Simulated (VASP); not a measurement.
# AlSn (P-6m2) in VASP: a series of runs

The runs below take AlSn through single point, with PBE.

Program: VASP 6.6.1. These are calculated values, not measurements. Logs are shortened: lines on timing, memory, paths and dates and some standing lists are left out, and cuts for length are marked.

### Step 1. The cell of the first run

Symmetry: P-6m2, No. 187, hexagonal system. The conventional cell has a = 4.198 Å, b = 4.198 Å, c = 3.307 Å, α = 90.00°, β = 90.00°, γ = 120.00°. Within 3.9 Å of Al (site symmetry -6m2) lie 6 Sn at 2.93 Å and 2 Al at 3.31 Å. Sn (site symmetry -6m2) has 6 Al at 2.93 Å and 2 Sn at 3.31 Å within 3.9 Å.

### Step 2. Single point, PBE

File INCAR:

```
SYSTEM = AlSn
PREC = Accurate
ENCUT = 500
EDIFF = 1E-6
ISMEAR = 0
SIGMA = 0.1
LREAL = .False.
LASPH = .True.
NELM = 120
ALGO = Normal
ISIF = 2
LWAVE = .False.
LCHARG = .False.
GGA = PE
NELECT = 16.0
NBANDS = 16
GGA_COMPAT = .False.
```

File KPOINTS:

```
regular mesh
0
Gamma
  3 3 3
  0 0 0
```

File POSCAR:

```
AlSn
1.0
    4.1981056157      0.0000000000      0.0000000000
   -2.0990528078      3.6356661109      0.0000000000
    0.0000000000      0.0000000000      3.3068470000
Al Sn
1 1
Direct
    0.0000000000      0.0000000000      0.0000000000
    0.3333333333      0.6666666667      0.5000000000
```

Potentials or basis: VASP PAW PBE potentials, release 64 (Al, Sn_d).

Started as:

```console
$ cat potpaw_PBE.64/Al/POTCAR potpaw_PBE.64/Sn_d/POTCAR > POTCAR
$ mpirun -np 1 vasp_std > vasp.out
```

OUTCAR:

```text
SYSTEM = AlSn
   PREC = Accurate
   ENCUT = 500
   EDIFF = 1E-6
   ISMEAR = 0
   LREAL = .False.
   LASPH = .True.
   NELM = 120
   ISIF = 2
   GGA = PE
   NELECT = 16.0

 ion  position               nearest neighbor table
   1  0.000  0.000  0.000-   2 2.93   2 2.93   2 2.93   2 2.93   2 2.93   2 2.93
   2  0.333  0.667  0.500-   1 2.93   1 2.93   1 2.93   1 2.93   1 2.93   1 2.93

  LATTYP: Found a hexagonal cell.
 ALAT       =     4.1981056157
 C/A-ratio  =     0.7876998110

  Lattice vectors:

 A1 = (   4.1981056157,   0.0000000000,   0.0000000000)
 A2 = (  -2.0990528078,   3.6356661109,   0.0000000000)
 A3 = (   0.0000000000,   0.0000000000,   3.3068470000)

Analysis of symmetry for initial positions (statically):
=====================================================================
 Subroutine PRICEL returns:
 Original cell was already a primitive cell.

 Routine SETGRP: Setting up the symmetry group for a
 hexagonal supercell.

 Subroutine GETGRP returns: Found 12 space group operations
 (whereof 12 operations were pure point group operations)
 out of a pool of 24 trial point group operations.

The static configuration has the point symmetry D_3h.

Analysis of symmetry for dynamics (positions and initial velocities):
=====================================================================
 Subroutine PRICEL returns:
 Original cell was already a primitive cell.

 Routine SETGRP: Setting up the symmetry group for a
 hexagonal supercell.

 Subroutine GETGRP returns: Found 12 space group operations
 (whereof 12 operations were pure point group operations)
 out of a pool of 24 trial point group operations.

The dynamic configuration has the point symmetry D_3h.

 Subroutine INISYM returns: Found 12 space group operations
 (whereof 12 operations are pure point group operations),
 and found     1 'primitive' translations

----------------------------------------------------------------------------------------

                                     Primitive cell

  volume of cell :      50.4721

  direct lattice vectors                    reciprocal lattice vectors
     4.198105616  0.000000000  0.000000000     0.238202678  0.137526380  0.000000000
    -2.099052808  3.635666111  0.000000000     0.000000000  0.275052760  0.000000000
     0.000000000  0.000000000  3.306847000     0.000000000  0.000000000  0.302402863

  length of vectors
     4.198105616  4.198105616  3.306847000     0.275052760  0.275052760  0.302402863

  position of ions in fractional coordinates (direct lattice)
     0.000000000  0.000000000  0.000000000
     0.333333333  0.666666667  0.500000000

  ion indices of the primitive-cell ions
   primitive index   ion index
                 1           1
                 2           2

----------------------------------------------------------------------------------------

 KPOINTS: regular mesh

Automatic generation of k-mesh.
 Grid dimensions read from file:
 generate k-points for:    3    3    3

 Generating k-lattice:

  Cartesian coordinates                     Fractional coordinates (reciprocal lattice)
     0.079400893  0.045842127  0.000000000     0.333333333  0.000000000  0.000000000
     0.000000000  0.091684253  0.000000000     0.000000000  0.333333333  0.000000000
     0.000000000  0.000000000  0.100800954     0.000000000  0.000000000  0.333333333

  Length of vectors
     0.091684253  0.091684253  0.100800954

  Shift w.r.t. Gamma in fractional coordinates (k-lattice)
     0.000000000  0.000000000  0.000000000

 Subroutine IBZKPT returns following result:
 ===========================================

 Found      6 irreducible k-points:

 Following reciprocal coordinates:
            Coordinates               Weight
  0.000000  0.000000  0.000000      1.000000
  0.333333 -0.000000  0.000000      6.000000
  0.333333  0.333333  0.000000      2.000000
  0.000000  0.000000  0.333333      2.000000
  0.333333 -0.000000  0.333333     12.000000
  0.333333  0.333333  0.333333      4.000000
   k-points           NKPTS =      6   k-points in BZ     NKDIM =      6   number of bands    NBANDS=     16
   number of dos      NEDOS =    301   number of ions     NIONS =      2
   total plane-waves  NPLWV =  24576
   dimension x,y,z NGX =    32 NGY =   32 NGZ =   24
   dimension x,y,z NGXF=    64 NGYF=   64 NGZF=   48
   ions per type =               1   1
   NGX,Y,Z   is equivalent  to a cutoff of  12.67, 12.67, 12.07 a.u.
   NGXF,Y,Z  is equivalent  to a cutoff of  25.34, 25.34, 24.13 a.u.
 SYSTEM =  AlSn
   PREC   = accura    normal or accurate (medium, high low for compatibility)
   ISTART =      0    job   : 0-new  1-cont  2-samecut
   ICHARG =      2    charge: 1-file 2-atom 10-const
   ISPIN  =      1    spin polarized calculation?
   LNONCOLLINEAR =      F non collinear calculations
   LSORBIT =      F    spin-orbit coupling
   LASPH  =      T    aspherical Exc in radial PAW
   ENCUT  =  500.0 eV  36.75 Ry    6.06 a.u.   7.65  7.65  6.03*2*pi/ulx,y,z
   NELM   =    120;   NELMIN=  2; NELMDL= -5     # of ELM steps
   EDIFF  = 0.1E-05   stopping-criterion for ELM
   LREAL  =      F    real-space projection
   EDIFFG = 0.1E-04   stopping-criterion for IOM
   NSW    =      0    number of steps for IOM
   IBRION =     -1    ionic relax: 0-MD 1-quasi-New 2-CG
   NFREE  =      0    steps in history (QN), initial steepest desc. (CG)
   ISIF   =      2    stress and relaxation
   ISYM   =      2    0-nonsym 1-usesym 2-fastsym
   POTIM  = 0.5000    time-step for ionic-motion
   TEBEG  =    0.0;   TEEND  =   0.0 temperature during run
   PSTRESS=    0.0 pullay stress
   NELECT =      16.0000    total number of electrons
   NUPDOWN=      -1.0000    fix difference up-down
   EMIN   =  10.00;   EMAX   =-10.00  energy-range for DOS
   EFERMI =   0.00;   METHOD = LEGACY
   ISMEAR =     0;   SIGMA  =   0.10  broadening in eV -4-tet -1-fermi 0-gaus
   EFERMI_NEDOS =   21; number of points for ismear=-14 and -15
   IALGO  =     38    algorithm
   IMIX   =      4    mixing-type and parameters
     AMIX     =   0.40;   BMIX     =  1.00
     AMIX_MAG =   1.60;   BMIX_MAG =  1.00
  volume/ion in A,a.u.               =      25.24       170.30
  Fermi-wavevector in a.u.,A,eV,Ry     =   1.116257  2.109421 16.953274  1.246031
  Thomas-Fermi vector in A             =   2.252870
   LORBIT       =      0    0 simple, 1 ext, 2 COOP (PROOUT), +10 PAW based schemes
   GGA     = PE    functional components
   LHFCALC =     F    Hartree Fock is set to
   AEXX    =    0.0000 exact exchange contribution
   IVDW    =     0    specifies the selected vdW correction
   LEPSILON=     F    determine dielectric tensor
   LRPA    =     F    only Hartree local field effects (RPA)
 non-spin polarized calculation
 Gauss-broadening in eV      SIGMA  =   0.10
  energy-cutoff  :      500.00
  volume of cell :       50.47
 maximum number of plane-waves:      1296
 NGX is ok and might be reduce to    30
   NGX = 15   NGY = 15   NGZ = 13

 number of electron      15.9999993 magnetization

 Free energy of the ion-electron system (eV)
  ---------------------------------------------------
  ext. energy  EPLUGINS =         0.00000000
  ---------------------------------------------------
  free energy    TOTEN  =       -13.44742769 eV

  energy without entropy =      -13.44742769  energy(sigma->0) =      -13.44742769

 E-fermi :   5.7066     XC(G=0):  -9.1398

 val. band max:        5.2509692689   @ k =   0.3333   0.3333   0.3333
 cond. band min:       6.3271443506   @ k =   0.3333   0.3333   0.3333
 fundamental gap:      1.0761750817
 Fermi energy:         5.7066477762

 k-point     1 :       0.0000    0.0000    0.0000
  band No.  band energies     occupation
      1     -14.8011      2.00000
      2     -14.7854      2.00000
      3     -14.7854      2.00000
      4     -14.7083      2.00000
      5     -14.7083      2.00000
      6      -3.7532      2.00000
      7       6.4268      0.00000
      8       6.4268      0.00000
      9       7.2322      0.00000
     10       9.2627      0.00000
     11       9.9584      0.00000
     12       9.9584      0.00000
     13      11.9770      0.00000
     14      13.4232      0.00000
     15      18.0991      0.00000
     16      19.4225      0.00000

 k-point     2 :       0.3333   -0.0000    0.0000
  band No.  band energies     occupation
      1     -14.7975      2.00000
      2     -14.7846      2.00000
      3     -14.7712      2.00000
      4     -14.7128      2.00000
      5     -14.7095      2.00000
      6      -2.6747      2.00000
      7       1.6372      2.00000
      8       5.1529      2.00000
      9       7.7500      0.00000
     10      10.3410      0.00000
     11      12.7842      0.00000
     12      13.4133      0.00000
     13      13.7090      0.00000
     14      14.2762      0.00000
     15      16.3428      0.00000
     16      18.5402      0.00000

 k-point     3 :       0.3333    0.3333    0.0000
  band No.  band energies     occupation
      1     -14.7918      2.00000
      2     -14.7795      2.00000
      3     -14.7729      2.00000
      4     -14.7129      2.00000
      5     -14.7123      2.00000
      6      -1.5167      2.00000
      7       0.2681      2.00000
      8       2.9146      2.00000
      9      11.7194      0.00000
     10      12.1627      0.00000
     11      12.4981      0.00000
     12      12.5116      0.00000
     13      13.0236      0.00000
     14      14.2610      0.00000
     15      15.7130      0.00000
     16      15.9906      0.00000

 k-point     4 :       0.0000    0.0000    0.3333
  band No.  band energies     occupation
      1     -14.7796      2.00000
      2     -14.7796      2.00000
      3     -14.7552      2.00000
      4     -14.7551      2.00000
      5     -14.6730      2.00000
      6      -2.2061      2.00000
      7       2.7307      2.00000
      8       7.9810      0.00000
      9       7.9810      0.00000
     10       8.7876      0.00000
     11      10.8858      0.00000
     12      10.8858      0.00000
     13      12.8826      0.00000
     14      13.5605      0.00000
     15      13.5605      0.00000
     16      15.0204      0.00000

 k-point     5 :       0.3333   -0.0000    0.3333
  band No.  band energies     occupation
      1     -14.7812      2.00000
      2     -14.7664      2.00000
      3     -14.7634      2.00000
      4     -14.7570      2.00000
      5     -14.6648      2.00000
      6      -1.1393      2.00000
      7       3.1052      2.00000
      8       3.9592      2.00000
      9       6.7279      0.00000
     10       7.8616      0.00000
     11       9.2901      0.00000
     12      11.3015      0.00000
     13      13.2018      0.00000
     14      15.4310      0.00000
     15      15.5953      0.00000
     16      19.1274      0.00000

 k-point     6 :       0.3333    0.3333    0.3333
  band No.  band energies     occupation
      1     -14.7739      2.00000
      2     -14.7677      2.00000
      3     -14.7634      2.00000
      4     -14.7617      2.00000
      5     -14.6612      2.00000
      6      -0.0120      2.00000
      7       1.8276      2.00000
      8       4.4955      2.00000
      9       5.2510      2.00000
     10       6.3271      0.00000
     11       9.2477      0.00000
     12      13.5751      0.00000
     13      13.9083      0.00000
     14      14.3893      0.00000
     15      18.3456      0.00000
     16      18.7732      0.00000

------------------------ aborting loop because EDIFF is reached ----------------------------------------

  FORCE on cell =-STRESS in cart. coord.  units (eV):
  Direction    XX          YY          ZZ          XY          YZ          ZX
  --------------------------------------------------------------------------------------
  -------------------------------------------------------------------------------------
  Total      -11.2252565    -11.2252565     -7.9370811     -0.0000000      0.0000000      0.0000000
  in kB     -356.3324715   -356.3324715   -251.9532402     -0.0000000      0.0000000      0.0000000
  external PRESSURE =    -321.5393944 kB  Pullay stress =       0.0000000 kB

 VOLUME and BASIS-vectors are now :
 -----------------------------------------------------------------------------
  energy-cutoff  :      500.00
  volume of cell :       50.47
      direct lattice vectors                 reciprocal lattice vectors
     4.198105616  0.000000000  0.000000000     0.238202678  0.137526380  0.000000000
    -2.099052808  3.635666111  0.000000000     0.000000000  0.275052760  0.000000000
     0.000000000  0.000000000  3.306847000     0.000000000  0.000000000  0.302402863

 POSITION                                       TOTAL-FORCE (eV/Angst)
 -----------------------------------------------------------------------------------
      0.00000      0.00000      0.00000         0.000000      0.000000      0.000000
     -0.00000      2.42378      1.65342        -0.000000      0.000000      0.000000
 -----------------------------------------------------------------------------------
    total drift:                                0.000000     -0.000000     -0.000000

  FREE ENERGIE OF THE ION-ELECTRON SYSTEM (eV)
  ---------------------------------------------------
  free  energy   TOTEN  =       -13.4474276903 eV

  energy  without entropy=      -13.4474276902  energy(sigma->0) =      -13.44742769
```

Wall time 7 s (1 thread of AMD EPYC 7R13, shared host); peak memory 0.13 GiB.

What came out:

```yaml
Free_energy: -13.4474 eV
```

Caveat: the k points lie up to 0.63 Å⁻¹ apart; the cell carries a net charge on a neutralising background, which shifts energy and pressure; the cell is charged against a uniform background, so pressure and absolute levels hang on convention; spin-orbit coupling is left out, which moves the levels of the heavy elements.

### Step 3. Single point, PBE

File INCAR:

```
SYSTEM = AlSn
  PREC = Accurate
  ENCUT = 500
  EDIFF = 1E-6
  ISMEAR = 0
  SIGMA = 0.1
  LREAL = .FALSE.
  LASPH = .TRUE.
  NELM = 120
  ALGO = Normal
  ISIF = 2
  LWAVE = .FALSE.
  LCHARG = .FALSE.
  GGA = PE
  NBANDS = 16
  GGA_COMPAT = .FALSE.
```

File KPOINTS:

```
Automatic mesh
0
Gamma
  3 3 2
  0 0 0.5
```

POSCAR is that of step 2.

Potentials or basis: VASP PAW PBE potentials, release 64 (Al, Sn_d).

Started as:

```console
$ cat potpaw_PBE.64/Al/POTCAR potpaw_PBE.64/Sn_d/POTCAR > POTCAR
$ mpirun -np 1 vasp_std > vasp.out
```

It took 6 s on 1 thread of AMD EPYC 7R13, shared host; peak memory 0.13 GiB.

Results (log left out):

| Property | Result |
| --- | --- |
| Free energy | -6.2595 eV |
| Pressure | 1.8 GPa |

Stress tensor (GPa, compression positive):
```
-5.14  0.00  0.00
 0.00 -5.14  0.00
 0.00  0.00 15.65
```

Levels at points of the mesh, in eV from the Fermi level:
| k point | band 6 | band 7 | band 8 | band 9 | band 10 | band 11 |
| --- | --- | --- | --- | --- | --- | --- |
| (0.00, 0.00, 0.25) | -9.02 | -1.80 | 1.23 | 1.23 | 2.16 | 4.32 |

Caveat: the k points lie up to 0.95 Å⁻¹ apart; spin-orbit coupling is left out, which moves the levels of the heavy elements.

### Step 4. Single point, PBE

File INCAR:

```
  ALGO = Normal
  EDIFF = 1E-6
  ENCUT = 500
  GGA = PE
  GGA_COMPAT = F
  ISIF = 2
  ISMEAR = 0
  LASPH = T
  LCHARG = F
  LREAL = F
  LWAVE = F
  NBANDS = 16
  NELM = 120
  PREC = Accurate
  SIGMA = 0.1
```

File KPOINTS:

```
k-points
0
Gamma
  3 3 2
```

POSCAR is that of step 3.

Started as:

```console
$ cat potpaw_PBE.64/Al/POTCAR potpaw_PBE.64/Sn_d/POTCAR > POTCAR
$ mpirun -np 1 vasp_std > vasp.out
```

Run time: 7.2 s. Hardware: 1 thread of AMD EPYC 7R13, shared host; peak memory 0.13 GiB.

It converged, with:

| Property | Result |
| --- | --- |
| Free energy | -7.8107 eV |
| Pressure | -1.1 GPa |

Stress tensor (GPa, compression positive):
```
 2.07  0.00  0.00
 0.00  2.07  0.00
 0.00  0.00 -7.36
```

Levels at points of the mesh, in eV from the Fermi level:
| k point | band 6 | band 7 | band 8 | band 9 | band 10 | band 11 |
| --- | --- | --- | --- | --- | --- | --- |
| (0.00, 0.00, 0.00) | -10.44 | -0.21 | -0.21 | 0.74 | 2.63 | 3.13 |
| (0.00, 0.00, 0.50) | -7.43 | -6.18 | 2.71 | 2.71 | 3.62 | 3.62 |

Caveat: the k points lie up to 0.95 Å⁻¹ apart; spin-orbit coupling is left out, which moves the levels of the heavy elements.

### Step 5. Single point, PBE

File INCAR:

```
SYSTEM = AlSn
ALGO = Normal ; EDIFF = 1E-6
ENCUT = 500 ; GGA = PE
GGA_COMPAT = .False. ; ISIF = 2
ISMEAR = 0 ; LASPH = .True.
LCHARG = .False. ; LREAL = .False.
LWAVE = .False. ; NBANDS = 16
NELM = 120 ; PREC = Accurate
SIGMA = 0.1
```

File KPOINTS:

```
k-points
0
Gamma
  3 3 2
  0 0 0
```

POSCAR is that of step 4.

Started as:

```console
$ cat potpaw_PBE.64/Al/POTCAR potpaw_PBE.64/Sn_d/POTCAR > POTCAR
$ mpirun -np 1 vasp_std > vasp.out
```

It took 8.2 s on 1 thread of AMD EPYC 7R13, shared host; peak memory 0.13 GiB.

The run converged. Its results:

* Free energy: -7.8107 eV
* Pressure: -1.1 GPa

Stress tensor (GPa, compression positive):
```
 2.07  0.00  0.00
 0.00  2.07  0.00
 0.00  0.00 -7.36
```

Levels at points of the mesh, in eV from the Fermi level:
```tsv
k point	band 4	band 5	band 6	band 7	band 8	band 9	band 10	band 11	band 12	band 13
(0.00, 0.00, 0.00)	-21.31	-21.31	-10.44	-0.21	-0.21	0.74	2.63	3.13	3.13	5.23
(0.00, 0.00, 0.50)	-21.32	-21.26	-7.43	-6.18	2.71	2.71	3.62	3.62	3.83	4.21
```

Caveat: the k points lie up to 0.95 Å⁻¹ apart; spin-orbit coupling is left out, which moves the levels of the heavy elements.
